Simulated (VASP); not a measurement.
Crystal: InSb3.

```
Sb In
1.0
     0.00000    3.81969    3.81969
     3.81969    0.00000    3.81969
     3.81969    3.81969    0.00000
Sb In
3 1
Direct
  0.50000 0.50000 0.50000
  0.75000 0.75000 0.75000
  0.25000 0.25000 0.25000
  0.00000 0.00000 0.00000
```

This cell differs from its parent crystal: volume scaled by 1.02.

Base run:

```yaml
Program: VASP 6.6.1
Functional: PBEsol
Potentials_or_basis: VASP PAW PBE potentials, release 64 (Sb, In_d)
Cutoff: 520 eV
k_mesh: 6 × 6 × 6
Occupations: fermi-dirac, width 0.05 eV
Spin: no spin polarisation
```

Its results: band gap on the k mesh zero (band 14 reaches 8.64 eV, above the bottom of band 15 at 5.26 eV); pressure -4.0 GPa.

Task: The run is repeated on the same cell with these changes: functional from PBEsol to r2SCAN. What comes out?

Result: Band gap on the k mesh zero (band 14 reaches 8.69 eV, above the bottom of band 15 at 5.35 eV); pressure -2.1 GPa.

Caveats: the PAW data sets were made with another functional, which shifts forces and pressure a little; spin-orbit coupling is left out, which moves the levels of the heavy elements.
